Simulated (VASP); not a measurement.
Wanted: the native input for a VASP 6.6.1 run.

- Task: single point
- Functional: LDA
- Potentials or basis: VASP PAW LDA potentials, release 64 (K_sv, Li_sv, Al, F_h)
- Cutoff: 910 eV
- k mesh: 6 × 6 × 6
- Occupations: gaussian, width 0.02 eV
- Spin: no spin polarisation
- Dipole correction: no
- Further INCAR settings: ALGO = Normal; EDIFF = 1e-06; NBANDS = 44

The structure of K2LiAlF6 lies in POSCAR:

```
K2LiAlF6
1.0
    0.0000000000      3.8195885690      3.8195885690
    3.8195885690      0.0000000000      3.8195885690
    3.8195885690      3.8195885690      0.0000000000
K Li Al F
2 1 1 6
Direct
    0.2500000000      0.2500000000      0.2500000000
    0.7500000000      0.7500000000      0.7500000000
    0.5000000000      0.5000000000      0.5000000000
    0.0000000000      0.0000000000      0.0000000000
    0.7640051587      0.2359948413      0.2359948413
    0.2359948413      0.7640051587      0.2359948413
    0.2359948413      0.7640051587      0.7640051587
    0.7640051587      0.2359948413      0.7640051587
    0.2359948413      0.2359948413      0.7640051587
    0.7640051587      0.7640051587      0.2359948413
```

The input as run:

INCAR

```
SYSTEM = K2LiAlF6
PREC = Accurate ; ENCUT = 910
EDIFF = 1E-6 ; ISMEAR = 0
SIGMA = 0.02 ; LREAL = .False.
LASPH = .True. ; NELM = 120
ALGO = Normal ; ISIF = 2
LWAVE = .False. ; LCHARG = .False.
GGA = CA ; NBANDS = 44
GGA_COMPAT = .False.
```

KPOINTS

```
Automatic mesh
0
Gamma
  6 6 6
  0 0 0
```

Potentials or basis: VASP PAW LDA potentials, release 64 (K_sv, Li_sv, Al, F_h).

The run is started by

```sh
$ cat potpaw_LDA.64/K_sv/POTCAR potpaw_LDA.64/Li_sv/POTCAR potpaw_LDA.64/Al/POTCAR potpaw_LDA.64/F_h/POTCAR > POTCAR
$ mpirun -np 1 vasp_std > vasp.out
```

It gave:

* Pressure: -0.2 GPa
* Largest force: 0.053 eV/Å
* Band gap on the k mesh: 8.12 eV

Caveat: the cutoff is under 1.25 times the usual one of these potentials, so pressure, stress and relaxed cells hold a basis-set (Pulay) error.

Run time: 3.9 min on 1 thread of Intel(R) Xeon(R) Platinum 8259CL CPU @ 2.50GHz (Skylake/Cascade Lake) (shared host), peak memory 0.4 GiB.
